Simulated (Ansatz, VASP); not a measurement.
**AlCrC2N2: VASP beside Ansatz**

```
Al Cr C N
1.0
     4.29712    0.00000    0.00000
    -1.20257    4.54117    0.00000
    -0.09899   -1.51373    7.49413
Al Cr C N
1 1 2 2
Direct
  0.00000 0.00000 0.00000
  0.50000 0.50000 0.50000
  0.81527 0.81527 0.18473
  0.18473 0.18473 0.81527
  0.70000 0.70000 0.30000
  0.30000 0.30000 0.70000
```

Alike in both runs: task single point; functional PBE; k mesh 4 × 4 × 2; occupations gaussian, width 0.1 eV; collinear spin.

```csv
,VASP,Ansatz
version,VASP 6.6.1,Ansatz 0.2.0
potentials or method,"VASP PAW PBE potentials, release 64 (Al, Cr_pv, C, N), cutoff 520 eV","scalar-relativistic, plane waves, PAW"
valence electrons in the cell,33,35
```

VASP gave:

```
gap on the k mesh at the Fermi level (eV)                     : none
pressure (GPa)                                                : -1.0
traceless stress, the component that is largest in VASP (GPa) : 1.33
rms of the force components (eV/Å)                            : 1.361
net moment per atom (μB)                                      : 0.58
size of the moment on the site where the two differ most (μB) : 3.94
```

Task: What did Ansatz give for the same quantities?

Result: gap on the k mesh at the Fermi level (eV): none; pressure (GPa): -1.4; traceless stress, the component that is largest in VASP (GPa): 1.31; rms of the force components (eV/Å): 1.189; net moment per atom (μB): 0.58; size of the moment on the site where the two differ most (μB): 3.23.

Site moments also hang on the region over which each program counts them. Atom by atom the forces differ by 0.176 eV/Å (rms over components). A gap of «none» marks a metal or a gap that the smearing closes. VASP's potentials hold 33 valence electrons a cell and Ansatz's 35, so a difference there can come from the potentials and not from the codes.

The k mesh is coarse, so the values compare programs but aren't converged. Noted on VASP's run: the standard files for N, O and F lose accuracy on very short bonds.
